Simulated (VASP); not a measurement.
Input of a VASP 6.6.1 run:

File POSCAR:

```
Al3GaN4
1.0
    4.4012372922      0.0000000000      0.0000000000
    0.0000000000      4.4012372922      0.0000000000
    0.0000000000      0.0000000000      4.4012372922
Al Ga N
3 1 4
Direct
    0.5000000000      0.5000000000      0.0000000000
    0.5000000000      0.0000000000      0.5000000000
    0.0000000000      0.5000000000      0.5000000000
    0.0000000000      0.0000000000      0.0000000000
    0.7444581602      0.7444581602      0.2555418398
    0.7444581602      0.2555418398      0.7444581602
    0.2555418398      0.7444581602      0.7444581602
    0.2555418398      0.2555418398      0.2555418398
```

The input INCAR.step1:

```
SYSTEM = Al3GaN4
  PREC = Accurate
  ENCUT = 910
  ISMEAR = 0
  SIGMA = 0.02
  LREAL = .FALSE.
  LASPH = .TRUE.
  NELM = 120
  NBANDS = 31
  GGA = PE
  ALGO = Normal
  EDIFF = 1E-5
  LWAVE = .TRUE.
  LCHARG = .FALSE.
  GGA_COMPAT = .FALSE.
```

INCAR.step2

```
SYSTEM = Al3GaN4
  PREC = Accurate
  ENCUT = 910
  EDIFF = 1E-6
  ISMEAR = 0
  SIGMA = 0.02
  LREAL = .FALSE.
  LASPH = .TRUE.
  NELM = 120
  ALGO = Normal
  ISIF = 2
  LWAVE = .FALSE.
  LCHARG = .TRUE.
  METAGGA = R2SCAN
  LMIXTAU = .TRUE.
  LELF = .TRUE.
  LVHAR = .TRUE.
  NBANDS = 31
  ISTART = 1
  GGA_COMPAT = .FALSE.
```

Contents of KPOINTS:

```
Automatic mesh
0
G
  6 6 6
  0 0 0
```

Potentials or basis: VASP PAW PBE potentials, release 64 (Al, Ga_d, N_h).

Launch:

```bash
$ cat potpaw_PBE.64/Al/POTCAR potpaw_PBE.64/Ga_d/POTCAR potpaw_PBE.64/N_h/POTCAR > POTCAR
$ cp INCAR.step1 INCAR
$ mpirun -np 1 vasp_std > vasp.out
$ cp INCAR.step2 INCAR
$ mpirun -np 1 vasp_std > vasp.out
```

Predict the pressure.

-0.2 GPa.

What does it give for the largest force?

0.076 eV/Å.

Forces on the atoms (eV/Å):
```
Al   0.000  0.000  0.000
Al   0.000  0.000  0.000
Al   0.000  0.000  0.000
Ga   0.000  0.000  0.000
N   -0.044 -0.044  0.044
N   -0.044  0.044 -0.044
N    0.044 -0.044 -0.044
N    0.044  0.044  0.044
```

Caveat: the cutoff is under 1.25 times the usual one of these potentials, so pressure, stress and relaxed cells hold a basis-set (Pulay) error; the PAW data sets were made with another functional, which shifts forces and pressure a little.
